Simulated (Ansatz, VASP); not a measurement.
**One calculation of HfN, two programs**

INCAR

```
PREC = Accurate
ENCUT = 520
EDIFF = 1E-7
ISMEAR = 0
SIGMA = 0.05
LREAL = False
LASPH = True
NELM = 150
ALGO = Normal
ISIF = 2
LWAVE = False
LCHARG = True
MAGMOM = 0 0 0 0 0 0
LORBIT = 11
LSORBIT = True
GGA_COMPAT = False
LORBMOM = True
LMAXMIX = 4
GGA = PE
LVHAR = True
NBANDS = 27
```

The input KPOINTS:

```
Automatic mesh
0
Gamma
  12 12 12
```

POSCAR

```
HfN
1.0
    0.0000000000      2.2419221471      2.2419221471
    2.2419221471      0.0000000000      2.2419221471
    2.2419221471      2.2419221471      0.0000000000
Hf N
1 1
Direct
    0.5000000000      0.5000000000      0.5000000000
    0.0000000000      0.0000000000      0.0000000000
```

Input for Ansatz:

```yaml
crystal:
  lattice:
    - [0.0, 2.2419221472, 2.2419221472]
    - [2.2419221472, 0.0, 2.2419221472]
    - [2.2419221472, 2.2419221472, 0.0]
  atoms:
    - { symbol: Hf, position: [0.5, 0.5, 0.5] }
    - { symbol: "N", position: [0.0, 0.0, 0.0] }
basis:
  ecutwfc: 420
  ecutrho_ratio: 4
kpoints:
  mp_grid: { grid: [12, 12, 12] }
hamiltonian:
  xc: pbe
scf:
  occupations: { method: gaussian, width: 0.05 }
output:
  forces: true
  stress: true
  eigenvalues: true
  populations: true
magnetization:
  noncollinear: true
  spin_orbit: true
```

Alike in both runs: task single point; functional PBE; k mesh 12 × 12 × 12; occupations gaussian, width 0.05 eV; non-collinear spin, spin-orbit coupling.

|  | VASP | Ansatz |
| --- | --- | --- |
| version | VASP 6.6.1 | Ansatz 0.2.0 |
| potentials or method | VASP PAW PBE potentials, release 64 (Hf_pv, N), cutoff 520 eV | plane waves, PAW |
| valence electrons in the cell | 15 | 31 |

VASP gave:

* pressure (GPa): 9.9
* net moment per atom (μB): 0.00

Question: Estimate Ansatz's values.

Answer: Pressure (GPa): 11.7; net moment per atom (μB): 0.00.

The functional is the same, so the differences come from potentials, cutoffs and numerics. VASP's potentials hold 15 valence electrons a cell and Ansatz's 31, so a difference there can come from the potentials and not from the codes.
